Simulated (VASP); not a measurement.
## HfMoC2: single point with r2SCAN+rVV10

Crystal: HfMoC2.

```xyz
4
Lattice="3.1832 0.0000 0.0000 0.0000 3.1832 0.0000 0.0000 0.0000 4.4337" Properties=species:S:1:pos:R:3 pbc="T T T"
Hf    0.0000    0.0000    0.0000
Mo    1.5916    1.5916    2.2168
C     1.5916    1.5916    0.0000
C     0.0000    0.0000    2.2168
```

```yaml
Program: VASP 6.6.1
Task: single point
Functional: r2SCAN
Dispersion: rVV10
Potentials_or_basis: VASP PAW PBE potentials, release 64 (Hf_pv, Mo_sv, C)
Cutoff: 520 eV
k_mesh: 8 × 8 × 6
Occupations: fermi-dirac, width 0.05 eV
Spin: no spin polarisation
```

| Quantity | Value |
| --- | --- |
| Pressure | 0.5 GPa |
| Band gap on the k mesh | zero (band 16 reaches 10.84 eV, above the bottom of band 17 at 8.29 eV) |

Stress tensor (GPa, compression positive):
```
0.47 0.00 0.00
0.00 0.47 0.00
0.00 0.00 0.55
```

Levels at points of the mesh, in eV from the Fermi level:
| k point | band 12 | band 13 | band 14 | band 15 | band 16 | band 17 | band 18 | band 19 | band 20 | band 21 |
| --- | --- | --- | --- | --- | --- | --- | --- | --- | --- | --- |
| (0.00, 0.00, 0.00) | -1.47 | -1.47 | -1.44 | -1.44 | -0.47 | -0.28 | -0.05 | -0.05 | 0.00 | 0.50 |
| (0.50, 0.00, 0.00) | -5.26 | -4.52 | -4.04 | -3.96 | -0.48 | 1.05 | 2.29 | 3.44 | 3.49 | 4.49 |
| (0.50, 0.50, 0.00) | -4.03 | -4.03 | -1.42 | -1.24 | -1.24 | -1.09 | 1.18 | 1.49 | 2.55 | 4.34 |
| (0.00, 0.00, 0.50) | -3.62 | -2.51 | -2.51 | -1.96 | -1.96 | -1.36 | -0.34 | 2.23 | 2.23 | 3.99 |
| (0.50, 0.00, 0.50) | -5.60 | -5.57 | -4.77 | -4.62 | 1.10 | 1.18 | 1.89 | 4.85 | 5.65 | 5.81 |
| (0.50, 0.50, 0.50) | -4.61 | -4.57 | -4.56 | -4.56 | 1.19 | 1.19 | 1.50 | 3.47 | 3.47 | 3.68 |

Wall time 2.2 min on 1 thread of AMD EPYC 9R45 96-Core Processor (Zen 5), on a shared host, peak memory 0.28 GiB.

Caveat: the PAW data sets were made with another functional, which shifts forces and pressure a little; spin-orbit coupling is left out, which moves the levels of the heavy elements.
